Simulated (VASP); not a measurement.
## Au: single point with PBEsol

Crystal: Au.

```
Au
1.0
     2.87071    0.00000    0.00000
    -0.01321    2.87549    0.00000
    -1.16021   -1.20866    5.02059
Au
2
Direct
  0.67286 0.66596 0.27405
  0.32714 0.33404 0.72594
```

```json
{
 "Program": "VASP 6.6.1",
 "Task": "single point",
 "Functional": "PBEsol",
 "Potentials or basis": "VASP PAW PBE potentials, release 64 (Au)",
 "Cutoff": "520 eV",
 "k mesh": "10 × 10 × 6",
 "Occupations": "fermi-dirac, width 0.05 eV",
 "Spin": "no spin polarisation",
 "Dipole correction": "no",
 "Further INCAR settings": "ALGO = Fast; EDIFF = 1e-07; NBANDS = 18"
}
```

```yaml
Pressure: -13.0 GPa
Largest_force: 0.179 eV/Å
Band_gap_on_the_k_mesh: zero (band 11 reaches 9.55 eV, above the bottom of band 12 at 4.60 eV)
```

Forces in eV/Å, atoms in the order of the input:
```
Au   0.010  0.008  0.179
Au  -0.010 -0.008 -0.179
```

Stress tensor (GPa, compression positive):
```
-13.49   0.16   0.10
  0.16 -13.62   0.06
  0.10   0.06 -11.92
```

Levels at points of the mesh, in eV from the Fermi level:
```csv
k point,band 8,band 9,band 10,band 11,band 12,band 13,band 14,band 15
"(0.00, 0.00, 0.00)",-2.20,-2.14,-1.93,-1.59,0.19,2.43,13.59,13.70
"(0.50, 0.00, 0.00)",-2.69,-2.20,-1.75,0.42,1.00,2.79,5.18,9.34
"(0.00, 0.50, 0.00)",-2.64,-2.17,-1.79,0.37,1.00,2.65,5.13,9.31
"(0.50, 0.50, 0.00)",-1.35,-0.87,-0.86,2.75,4.47,5.55,6.42,6.77
"(0.00, 0.00, 0.50)",-2.82,-1.89,-1.68,-1.58,-1.54,9.01,11.04,12.08
"(0.50, 0.00, 0.50)",-2.28,-1.93,-1.85,0.06,1.32,1.58,4.55,9.57
"(0.00, 0.50, 0.50)",-2.28,-1.92,-1.90,0.09,1.29,1.62,4.58,9.55
"(0.50, 0.50, 0.50)",-1.59,-0.88,-0.85,3.04,5.04,5.15,6.40,6.65
```

Run time: 110 s on 1 thread of AMD EPYC 9R45 96-Core Processor (Zen 5), on a shared host, peak memory 0.27 GiB.

Caveat: the PAW data sets were made with another functional, which shifts forces and pressure a little; spin-orbit coupling is left out, which moves the levels of the heavy elements.
